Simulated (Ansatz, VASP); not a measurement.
# H in VASP and in Ansatz

Contents of INCAR:

```
SYSTEM = H
PREC     = Accurate       ! precision mode
ENCUT    = 520            ! plane-wave cutoff, eV
EDIFF    = 1E-6           ! SCF threshold, eV
ISMEAR   = 0              ! smearing method
SIGMA    = 0.1            ! smearing width, eV
LREAL    = .FALSE.        ! projectors in reciprocal space
LASPH    = .TRUE.         ! aspherical terms in the spheres
NELM     = 150            ! most SCF steps
ALGO     = Normal         ! electronic algorithm
ISIF     = 2              ! what is computed and relaxed
LWAVE    = .FALSE.        ! write WAVECAR
LCHARG   = .FALSE.        ! write CHGCAR
ISPIN    = 2              ! spin polarisation
MAGMOM   = 1.03 1.03      ! initial moments
LORBIT   = 11             ! projections on sites
GGA      = PE             ! functional
NBANDS   = 12             ! bands
```

KPOINTS

```
regular mesh
0
G
  3 3 4
  0 0 0
```

The input POSCAR:

```
H
1.0
    5.1197768956      0.0000000000      0.0000000000
   -2.5598884478      4.4338568533      0.0000000000
    0.0000000000      0.0000000000      3.8119472984
H
2
Direct
    0.3333333333      0.6666666667      0.2500000000
    0.6666666667      0.3333333333      0.7500000000
```

Input for Ansatz:

```yaml
crystal:
  lattice:
    - [5.1197768956, 0.0, 0.0]
    - [-2.5598884478, 4.4338568533, 0.0]
    - [0.0, 0.0, 3.8119472984]
  atoms:
    - { symbol: H, position: [0.3333333333, 0.6666666667, 0.25], spin: 1.03 }
    - { symbol: H, position: [0.6666666667, 0.3333333333, 0.75], spin: 1.03 }
basis:
  ecutwfc: 420
kpoints:
  mp_grid: { grid: [3, 3, 4] }
hamiltonian:
  xc: pbe
  dispersion: none
scf:
  occupations: { method: gaussian, width: 0.1 }
  lower_state_search: "off"
  mixing: { beta: 0.07, preconditioner: local_kerker }
  initial_density: { chi_scale: 0, normalization: atom }
  max_iter: 58
output:
  forces: true
  stress: true
  eigenvalues: true
  populations: true
magnetization:
  spin_polarized: true
```

Alike in both runs: task single point; functional PBE; k mesh 3 × 3 × 4; occupations gaussian, width 0.1 eV; collinear spin.

```csv
,VASP,Ansatz
version,VASP 6.6.1,Ansatz 0.2.0
potentials or method,"VASP PAW PBE potentials, release 64 (H), cutoff 520 eV","scalar-relativistic, plane waves, PAW"
valence electrons in the cell,2,2
```

Ansatz gave:

* gap on the k mesh at the Fermi level (eV): 5.90
* least direct gap on the mesh (eV): 5.90
* pressure (GPa): 0.2
* net moment per atom (μB): 1.00
* size of the moment on the site where the two differ most (μB): 0.93

Problem. Estimate VASP's values.

Solution. gap on the k mesh at the Fermi level (eV): 6.59; least direct gap on the mesh (eV): 7.33; pressure (GPa): 0.1; net moment per atom (μB): 1.00; size of the moment on the site where the two differ most (μB): 0.38.

Site moments also hang on the region over which each program counts them. Ansatz's warnings: band edge not confirmed under output density, nearly empty spin channel levels not settled, stability check not made.

The k mesh is coarse, so the values compare programs but aren't converged.

A gap of «none» marks a metal or a gap under the smearing width.
